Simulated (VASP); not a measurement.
# InP (I4/mmm) in VASP: single point with LDA

Aim: the single point of InP with LDA.

Program: VASP 6.6.1. These are calculated values, not measurements. Logs are shortened: lines on timing, memory, paths and dates and some standing lists are left out, and cuts for length are marked.

## (1) The cell of the first run

The structure is tetragonal, space group I4/mmm (No. 139). Conventional cell: a = 4.078 Å, b = 4.078 Å, c = 5.710 Å, α = 90.00°, β = 90.00°, γ = 90.00°. Within 3.8 Å of In (site symmetry 4/mmm) lie 6 P at 2.85 to 2.88 Å. P (site symmetry 4/mmm) has 6 In at 2.85 to 2.88 Å within 3.8 Å.

## (2) Single point, LDA (equal xx and yy strain of +1 %)

INCAR

```
SYSTEM = InP
ALGO = Normal ; EDIFF = 1E-7
ENCUT = 520 ; ISIF = 2
ISMEAR = -1 ; LASPH = .True.
LCHARG = .False. ; LREAL = .False.
LWAVE = .False. ; NBANDS = 16
NELM = 60 ; PREC = Accurate
SIGMA = 0.05
```

KPOINTS

```
k-points
0
Gamma
  11 11 11
  0 0 0
```

POSCAR

```
InP
1.0
    0.0000000000      2.8835500000      2.8550000000
    2.8835500000      0.0000000000      2.8550000000
    2.8835500000      2.8835500000      0.0000000000
In P
1 1
Direct
    0.0000000000      0.0000000000      0.0000000000
    0.5000000000      0.5000000000      0.5000000000
```

Potentials or basis: VASP PAW LDA potentials, release 64 (In_d, P).

The run is started by

```bash
cat potpaw_LDA.64/In_d/POTCAR potpaw_LDA.64/P/POTCAR > POTCAR
mpirun -np 1 vasp_std > vasp.out
```

OUTCAR:

```text
SYSTEM = InP
   EDIFF = 1E-7
   ENCUT = 520
   ISIF = 2
   ISMEAR = -1
   LASPH = .True.
   LREAL = .False.
   NELM = 60
   PREC = Accurate

 ion  position               nearest neighbor table
   1  0.000  0.000  0.000-   2 2.85   2 2.85   2 2.88   2 2.88   2 2.88   2 2.88
   2  0.500  0.500  0.500-   1 2.85   1 2.85   1 2.88   1 2.88   1 2.88   1 2.88

  LATTYP: Found a body centered tetragonal cell.
 ALAT       =     4.0779555178
 C/A-ratio  =     1.4002114479

  Lattice vectors:

 A1 = (   0.0000000000,  -2.8835500000,  -2.8550000000)
 A2 = (   0.0000000000,   2.8835500000,  -2.8550000000)
 A3 = (   2.8835500000,   0.0000000000,   2.8550000000)

Analysis of symmetry for initial positions (statically):
=====================================================================
 Subroutine PRICEL returns:
 Original cell was already a primitive cell.

 Routine SETGRP: Setting up the symmetry group for a
 body centered tetragonal supercell.

 Subroutine GETGRP returns: Found 16 space group operations
 (whereof 16 operations were pure point group operations)
 out of a pool of 16 trial point group operations.

The static configuration has the point symmetry D_4h.

Analysis of symmetry for dynamics (positions and initial velocities):
=====================================================================
 Subroutine PRICEL returns:
 Original cell was already a primitive cell.

 Routine SETGRP: Setting up the symmetry group for a
 body centered tetragonal supercell.

 Subroutine GETGRP returns: Found 16 space group operations
 (whereof 16 operations were pure point group operations)
 out of a pool of 16 trial point group operations.

The dynamic configuration has the point symmetry D_4h.

 Subroutine INISYM returns: Found 16 space group operations
 (whereof 16 operations are pure point group operations),
 and found     1 'primitive' translations

----------------------------------------------------------------------------------------

                                     Primitive cell

  volume of cell :      47.4779

  direct lattice vectors                    reciprocal lattice vectors
     0.000000000  2.883550000  2.855000000    -0.173397375  0.173397375  0.175131349
     2.883550000  0.000000000  2.855000000     0.173397375 -0.173397375  0.175131349
     2.883550000  2.883550000  0.000000000     0.173397375  0.173397375 -0.175131349

  length of vectors
     4.057817838  4.057817838  4.077955518     0.301337499  0.301337499  0.301337499

  position of ions in fractional coordinates (direct lattice)
     0.000000000  0.000000000  0.000000000
     0.500000000  0.500000000  0.500000000

  ion indices of the primitive-cell ions
   primitive index   ion index
                 1           1
                 2           2

----------------------------------------------------------------------------------------

 KPOINTS: k-points

Automatic generation of k-mesh.
 Grid dimensions read from file:
 generate k-points for:   11   11   11

 Generating k-lattice:

  Cartesian coordinates                     Fractional coordinates (reciprocal lattice)
    -0.015763398  0.015763398  0.015921032     0.090909091  0.000000000  0.000000000
     0.015763398 -0.015763398  0.015921032     0.000000000  0.090909091  0.000000000
     0.015763398  0.015763398 -0.015921032     0.000000000  0.000000000  0.090909091

  Length of vectors
     0.027394318  0.027394318  0.027394318

  Shift w.r.t. Gamma in fractional coordinates (k-lattice)
     0.000000000  0.000000000  0.000000000

 Subroutine IBZKPT returns following result:
 ===========================================

 Found    126 irreducible k-points:

 Following reciprocal coordinates:
            Coordinates               Weight
  0.000000  0.000000  0.000000      1.000000
  0.090909  0.000000  0.000000      8.000000
  0.181818  0.000000  0.000000      8.000000
  0.272727  0.000000  0.000000      8.000000
  0.363636  0.000000  0.000000      8.000000
  0.454545  0.000000  0.000000      8.000000
[... 16 lines left out ...]
 -0.272727  0.181818  0.000000      8.000000
 -0.181818  0.181818  0.000000      4.000000
 [... further k-points ...]
   k-points           NKPTS =    126   k-points in BZ     NKDIM =    126   number of bands    NBANDS=     16
   number of dos      NEDOS =    301   number of ions     NIONS =      2
   total plane-waves  NPLWV =  27000
   dimension x,y,z NGX =    30 NGY =   30 NGZ =   30
   dimension x,y,z NGXF=    60 NGYF=   60 NGZF=   60
   ions per type =               1   1
   NGX,Y,Z   is equivalent  to a cutoff of  12.29, 12.29, 12.23 a.u.
   NGXF,Y,Z  is equivalent  to a cutoff of  24.58, 24.58, 24.46 a.u.
 SYSTEM =  InP
   PREC   = accura    normal or accurate (medium, high low for compatibility)
   ISTART =      0    job   : 0-new  1-cont  2-samecut
   ICHARG =      2    charge: 1-file 2-atom 10-const
   ISPIN  =      1    spin polarized calculation?
   LNONCOLLINEAR =      F non collinear calculations
   LSORBIT =      F    spin-orbit coupling
   LASPH  =      T    aspherical Exc in radial PAW
   ENCUT  =  520.0 eV  38.22 Ry    6.18 a.u.   7.54  7.54  7.58*2*pi/ulx,y,z
   NELM   =     60;   NELMIN=  2; NELMDL= -5     # of ELM steps
   EDIFF  = 0.1E-06   stopping-criterion for ELM
   LREAL  =      F    real-space projection
   EDIFFG = 0.1E-05   stopping-criterion for IOM
   NSW    =      0    number of steps for IOM
   IBRION =     -1    ionic relax: 0-MD 1-quasi-New 2-CG
   NFREE  =      0    steps in history (QN), initial steepest desc. (CG)
   ISIF   =      2    stress and relaxation
   ISYM   =      2    0-nonsym 1-usesym 2-fastsym
   POTIM  = 0.5000    time-step for ionic-motion
   TEBEG  =    0.0;   TEEND  =   0.0 temperature during run
   PSTRESS=    0.0 pullay stress
   NELECT =      18.0000    total number of electrons
   NUPDOWN=      -1.0000    fix difference up-down
   EMIN   =  10.00;   EMAX   =-10.00  energy-range for DOS
   EFERMI =   0.00;   METHOD = LEGACY
   ISMEAR =    -1;   SIGMA  =   0.05  broadening in eV -4-tet -1-fermi 0-gaus
   EFERMI_NEDOS =   21; number of points for ismear=-14 and -15
   IALGO  =     38    algorithm
   IMIX   =      4    mixing-type and parameters
     AMIX     =   0.40;   BMIX     =  1.00
     AMIX_MAG =   1.60;   BMIX_MAG =  1.00
  volume/ion in A,a.u.               =      23.74       160.20
  Fermi-wavevector in a.u.,A,eV,Ry     =   1.184864  2.239069 19.101268  1.403904
  Thomas-Fermi vector in A             =   2.321070
   LORBIT       =      0    0 simple, 1 ext, 2 COOP (PROOUT), +10 PAW based schemes
   GGA     = CA    functional components
   LHFCALC =     F    Hartree Fock is set to
   AEXX    =    0.0000 exact exchange contribution
   IVDW    =     0    specifies the selected vdW correction
   LEPSILON=     F    determine dielectric tensor
   LRPA    =     F    only Hartree local field effects (RPA)
 non-spin polarized calculation
  energy-cutoff  :      520.00
  volume of cell :       47.48
 maximum number of plane-waves:      1301
 NGX is ok and might be reduce to    30
   NGX = 15   NGY = 15   NGZ = 15

 number of electron      18.0000000 magnetization

 Free energy of the ion-electron system (eV)
  ---------------------------------------------------
  ext. energy  EPLUGINS =         0.00000000
  ---------------------------------------------------
  free energy    TOTEN  =        -9.03288712 eV

  energy without entropy =       -9.02468424  energy(sigma->0) =       -9.02878568

 E-fermi :   5.5208     XC(G=0): -10.1409

 val. band max:        5.5192349885   @ k =  -0.4545  -0.0000   0.0909
 cond. band min:       5.5456519221   @ k =  -0.0909  -0.0000   0.0909
 fundamental gap:      0.0264169336
 Fermi energy:         5.5208354449

 k-point     1 :       0.0000    0.0000    0.0000
  band No.  band energies     occupation
      1      -8.4904      2.00000
      2      -8.4895      2.00000
      3      -8.4731      2.00000
      4      -8.4731      2.00000
      5      -8.4700      2.00000
      6      -5.6913      2.00000
[... 8 lines left out ...]
     15      13.0890      0.00000
     16      13.3645      0.00000

 k-point     2 :       0.0909    0.0000    0.0000
  band No.  band energies     occupation
      1      -8.4929      2.00000
      2      -8.4918      2.00000
      3      -8.4723      2.00000
      4      -8.4693      2.00000
      5      -8.4671      2.00000
      6      -5.6010      2.00000
[... 8 lines left out ...]
     15      13.0633      0.00000
     16      13.3664      0.00000

 k-point     3 :       0.1818    0.0000    0.0000
  band No.  band energies     occupation
      1      -8.5012      2.00000
      2      -8.4998      2.00000
      3      -8.4721      2.00000
      4      -8.4574      2.00000
      5      -8.4562      2.00000
      6      -5.3356      2.00000
[... 8 lines left out ...]
     15      13.5009      0.00000
     16      13.5212      0.00000

 k-point     4 :       0.2727    0.0000    0.0000
  band No.  band energies     occupation
      1      -8.5131      2.00000
      2      -8.5112      2.00000
      3      -8.4729      2.00000
      4      -8.4406      2.00000
      5      -8.4406      2.00000
      6      -4.9187      2.00000
[... 8 lines left out ...]
     15      14.3238      0.00000
     16      14.3300      0.00000
[... 324 lines left out ...]
 k-point    22 :      -0.3636    0.1818    0.0000
  band No.  band energies     occupation
      1      -8.5618      2.00000
      2      -8.5150      2.00000
      3      -8.4615      2.00000
      4      -8.4320      2.00000
      5      -8.4204      2.00000
      6      -3.8302      2.00000
[... 8 lines left out ...]
     15      15.2137      0.00000
     16      16.3740      0.00000

 k-point    23 :      -0.2727    0.1818    0.0000
  band No.  band energies     occupation
      1      -8.5418      2.00000
      2      -8.5156      2.00000
      3      -8.4635      2.00000
      4      -8.4344      2.00000
      5      -8.4337      2.00000
      6      -4.2896      2.00000
[... 8 lines left out ...]
     15      15.2416      0.00000
     16      17.3043      0.00000

 k-point    24 :      -0.1818    0.1818    0.0000
  band No.  band energies     occupation
      1      -8.5209      2.00000
      2      -8.5126      2.00000
      3      -8.4689      2.00000
      4      -8.4475      2.00000
      5      -8.4373      2.00000
      6      -4.7666      2.00000
[... 8 lines left out ...]
     15      15.0577      0.00000
     16      16.2129      0.00000

 [... further k-points ...]

------------------------ aborting loop because EDIFF is reached ----------------------------------------

  FORCE on cell =-STRESS in cart. coord.  units (eV):
  Direction    XX          YY          ZZ          XY          YZ          ZX
  --------------------------------------------------------------------------------------
  -------------------------------------------------------------------------------------
  Total       -3.1266322     -3.1266322     -2.9472820      0.0000000      0.0000000      0.0000000
  in kB     -105.5106510   -105.5106510    -99.4583379      0.0000000      0.0000000      0.0000000
  external PRESSURE =    -103.4932133 kB  Pullay stress =       0.0000000 kB

 VOLUME and BASIS-vectors are now :
 -----------------------------------------------------------------------------
  energy-cutoff  :      520.00
  volume of cell :       47.48
      direct lattice vectors                 reciprocal lattice vectors
     0.000000000  2.883550000  2.855000000    -0.173397375  0.173397375  0.175131349
     2.883550000  0.000000000  2.855000000     0.173397375 -0.173397375  0.175131349
     2.883550000  2.883550000  0.000000000     0.173397375  0.173397375 -0.175131349

 POSITION                                       TOTAL-FORCE (eV/Angst)
 -----------------------------------------------------------------------------------
      0.00000      0.00000      0.00000         0.000000      0.000000      0.000000
      2.88355      2.88355      2.85500        -0.000000      0.000000      0.000000
 -----------------------------------------------------------------------------------
    total drift:                               -0.000000      0.000000      0.000000

  FREE ENERGIE OF THE ION-ELECTRON SYSTEM (eV)
  ---------------------------------------------------
  free  energy   TOTEN  =        -9.0328871176 eV

  energy  without entropy=       -9.0246842439  energy(sigma->0) =       -9.02878568
```

Wall time 33 s (1 thread of Intel Xeon 6975P-C (Granite Rapids), shared host); peak memory 0.21 GiB.

What came out:

```yaml
Free_energy: -9.0329 eV
Pressure: -10.3 GPa
Band_gap_on_the_k_mesh: zero (band 9 reaches 5.85 eV, above the bottom of band 10 at 3.56 eV)
```

Caveat: the cell differs from its parent crystal (equal xx and yy strain of +1 %); spin-orbit coupling is left out, which moves the levels of the heavy elements.
